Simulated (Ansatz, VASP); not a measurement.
# One calculation of Ir, two programs

POSCAR

```
Ir
1.0
    0.0000000000      1.9221147239      1.9221147239
    1.9221147239      0.0000000000      1.9221147239
    1.9221147239      1.9221147239      0.0000000000
Ir
1
Direct
    0.0000000000      0.0000000000      0.0000000000
```

INCAR.step1

```
SYSTEM = Ir
  PREC = Accurate
  ENCUT = 550
  ISMEAR = 0
  SIGMA = 0.15
  LREAL = .FALSE.
  LASPH = .TRUE.
  NELM = 120
  NBANDS = 14
  GGA = PE
  ALGO = Normal
  EDIFF = 1E-5
  LWAVE = .TRUE.
  LCHARG = .FALSE.
  GGA_COMPAT = .FALSE.
```

The input INCAR.step2:

```
SYSTEM = Ir
  PREC = Accurate
  ENCUT = 550
  EDIFF = 1E-6
  ISMEAR = 0
  SIGMA = 0.15
  LREAL = .FALSE.
  LASPH = .TRUE.
  NELM = 120
  ALGO = Normal
  ISIF = 2
  LWAVE = .FALSE.
  LCHARG = .FALSE.
  METAGGA = R2SCAN
  LMIXTAU = .TRUE.
  NBANDS = 14
  ISTART = 1
  GGA_COMPAT = .FALSE.
```

Contents of KPOINTS:

```
regular mesh
0
G
  26 26 26
  0 0 0
```

Input for Ansatz:

```yaml
crystal:
  lattice:
    - [0.0, 1.9221147239, 1.9221147239]
    - [1.9221147239, 0.0, 1.9221147239]
    - [1.9221147239, 1.9221147239, 0.0]
  atoms:
    - { symbol: Ir, position: [0.0, 0.0, 0.0] }
basis:
  ecutwfc: 500
kpoints:
  mp_grid: { grid: [26, 26, 26] }
hamiltonian:
  xc: r2scan
scf:
  occupations: { method: gaussian, width: 0.15 }
output:
  forces: true
  stress: true
  eigenvalues: true
```

Alike in both runs: task single point; functional r2SCAN; k mesh 26 × 26 × 26; occupations gaussian, width 0.15 eV; no spin polarisation.

|  | VASP | Ansatz |
| --- | --- | --- |
| version | VASP 6.6.1 | Ansatz 0.2.0 |
| potentials or method | VASP PAW PBE potentials, release 64 (Ir_sv_GW), cutoff 550 eV | scalar-relativistic, plane waves, PAW |
| valence electrons in the cell | 17 | 17 |

|  | VASP | Ansatz | Ansatz less VASP |
| --- | --- | --- | --- |
| gap on the k mesh at the Fermi level (eV) | none | none | - |
| pressure (GPa) | -2.1 | 0.0 | +2.16 |

VASP's potentials were made for PBE, not for r2SCAN. A gap of «none» marks a metal or a gap that the smearing closes.

Spin-orbit coupling is off throughout.
